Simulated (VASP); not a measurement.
Write the native input for VASP 6.6.1 that does the following.

```yaml
Task: single point
Functional: PBE
Potentials_or_basis: VASP PAW PBE potentials, release 64 (Si, B, W_sv)
Cutoff: 500 eV
k_mesh: 12 × 12 × 8
Occupations: methfessel-paxton, width 0.1 eV
Spin: no spin polarisation
Dipole_correction: no
Further_INCAR_settings: ALGO = Normal; EDIFF = 1e-06; NBANDS = 22
```

The structure of SiB3W lies in POSCAR:

```
SiB3W
1.0
    4.3153775701      0.0000000000      0.0000000000
   -2.1576887850      3.7372266027      0.0000000000
    0.0000000000      0.0000000000      4.7851236036
Si B W
1 3 1
Direct
    0.0000000000      0.0000000000      0.0000000000
    0.5000000000      0.0000000000      0.5000000000
    0.0000000000      0.5000000000      0.5000000000
    0.5000000000      0.5000000000      0.5000000000
    0.0000000000      0.0000000000      0.5000000000
```

One way to write it, as run:

INCAR

```
  PREC = Accurate
  ENCUT = 500
  EDIFF = 1E-6
  ISMEAR = 1
  SIGMA = 0.1
  LREAL = False
  LASPH = True
  NELM = 120
  ALGO = Normal
  ISIF = 2
  LWAVE = False
  LCHARG = False
  GGA = PE
  NBANDS = 22
  GGA_COMPAT = False
```

KPOINTS

```
Automatic mesh
0
Gamma
  12 12 8
```

Potentials or basis: VASP PAW PBE potentials, release 64 (Si, B, W_sv).

Command:

```console
$ cat potpaw_PBE.64/Si/POTCAR potpaw_PBE.64/B/POTCAR potpaw_PBE.64/W_sv/POTCAR > POTCAR
$ mpirun -np 1 vasp_std > vasp.out
```

Results of the run:

```json
{"Pressure": "0.1 GPa", "Band gap on the k mesh": "zero (an odd number of electrons rules out a gap without spin polarisation)"}
```

Caveat: spin-orbit coupling is left out, which moves the levels of the heavy elements.

Wall time 47 s on 1 thread of Intel(R) Xeon(R) 6975P-C (Granite Rapids) (shared host), peak memory 0.29 GiB.
